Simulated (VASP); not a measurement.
Write the native input for VASP 6.6.1 that does the following.

* Task: single point
* Functional: PBE
* Potentials or basis: VASP PAW PBE potentials, release 64 (Cs_sv, Ge_d)
* Cutoff: 520 eV
* k mesh: 3 × 3 × 6
* Occupations: gaussian, width 0.1 eV
* Spin: no spin polarisation
* Dipole correction: no
* Further INCAR settings: ALGO = Normal; EDIFF = 1e-06; NBANDS = 34

The structure of CsGe3 lies in POSCAR:

```
CsGe3
1.0
    6.5188514346      0.0000000000      0.0000000000
   -3.2594257173      5.6454909459      0.0000000000
    0.0000000000      0.0000000000      3.0873938070
Cs Ge
1 3
Direct
    0.0000000000      0.0000000000      0.0000000000
    0.5000000000      0.0000000000      0.0000000000
    0.0000000000      0.5000000000      0.0000000000
    0.5000000000      0.5000000000      0.0000000000
```

The cell was generated, and may not be a known phase.

The input as run:

INCAR

```
ALGO = Normal
EDIFF = 1E-6
ENCUT = 520
GGA = PE
ISIF = 2
ISMEAR = 0
LASPH = True
LCHARG = True
LELF = True
LREAL = False
LVHAR = True
LWAVE = False
NBANDS = 34
NELM = 60
PREC = Accurate
SIGMA = 0.1
```

KPOINTS

```
k-points
0
Gamma
  3 3 6
```

Potentials or basis: VASP PAW PBE potentials, release 64 (Cs_sv, Ge_d).

The run is started by

```bash
$ cat potpaw_PBE.64/Cs_sv/POTCAR potpaw_PBE.64/Ge_d/POTCAR > POTCAR
$ mpirun -np 1 vasp_std > vasp.out
```

Results of the run:

The pressure is 0.2 GPa and the band gap on the k mesh is zero (an odd number of electrons rules out a gap without spin polarisation).

Caveat: the k points lie up to 0.37 Å⁻¹ apart, too coarse for converged energies and pressures of a metal; spin-orbit coupling is left out, which moves the levels of the heavy elements; an odd number of electrons without spin polarisation forces a metal; a magnetic or distorted state may lie lower.

It took 61 s on 1 thread of Oxide Virtual Turin-like Processor, with other jobs on the host, peak memory 0.2 GiB.
